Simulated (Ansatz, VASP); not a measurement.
# One calculation of Ti3W, two programs

File INCAR:

```
PREC = Accurate
ENCUT = 520
EDIFF = 1E-7
ISMEAR = 0
SIGMA = 0.1
LREAL = F
LASPH = T
NELM = 150
ALGO = Normal
ISIF = 2
LWAVE = F
LCHARG = F
ISPIN = 2
MAGMOM = 1 1 1 0
LORBIT = 11
LMAXMIX = 4
GGA = PE
NBANDS = 37
```

Contents of KPOINTS:

```
regular mesh
0
Gamma
  4 4 4
```

POSCAR

```
Ti3W
1.0
    4.0684249993      0.0000000000      0.0000000000
    0.0000000000      4.0684249993      0.0000000000
    0.0000000000      0.0000000000      4.0684249993
Ti W
3 1
Direct
    0.5000000000      0.0000000000      0.5000000000
    0.0000000000      0.5000000000      0.5000000000
    0.5000000000      0.5000000000      0.0000000000
    0.0000000000      0.0000000000      0.0000000000
```

Input for Ansatz:

```yaml
crystal:
  lattice:
    - [4.0684249993, 0.0, 0.0]
    - [0.0, 4.0684249993, 0.0]
    - [0.0, 0.0, 4.0684249993]
  atoms:
    - { symbol: Ti, position: [0.5, 0.0, 0.5], spin: 1.0 }
    - { symbol: Ti, position: [0.0, 0.5, 0.5], spin: 1.0 }
    - { symbol: Ti, position: [0.5, 0.5, 0.0], spin: 1.0 }
    - { symbol: W, position: [0.0, 0.0, 0.0] }
basis:
  ecutwfc: 420
kpoints:
  mp_grid: { grid: [4, 4, 4] }
hamiltonian:
  xc: pbe
scf:
  occupations: { method: gaussian, width: 0.1 }
  lower_state_search: "off"
output:
  forces: true
  stress: true
  eigenvalues: true
  populations: true
magnetization:
  spin_polarized: true
```

Alike in both runs: task single point; functional PBE; k mesh 4 × 4 × 4; occupations gaussian, width 0.1 eV; collinear spin.

|  | VASP | Ansatz |
| --- | --- | --- |
| version | VASP 6.6.1 | Ansatz 0.2.0 |
| potentials or method | VASP PAW PBE potentials, release 64 (Ti_sv, W_sv), cutoff 520 eV | scalar-relativistic, plane waves, PAW |
| valence electrons in the cell | 50 | 50 |

|  | VASP | Ansatz | Ansatz less VASP |
| --- | --- | --- | --- |
| gap on the k mesh at the Fermi level (eV) | none | none | - |
| pressure (GPa) | -0.2 | 0.0 | +0.17 |
| net moment per atom (μB) | 0.00 | 0.00 | 0.000 |

A gap of «none» marks a metal or a gap that the smearing closes. With one functional, cell and mesh, what is left measures potentials, basis and numerics. Ansatz's warnings: seeded moment not kept.

The k mesh is coarse, so the values compare programs but aren't converged. Neither program's run includes spin-orbit coupling.
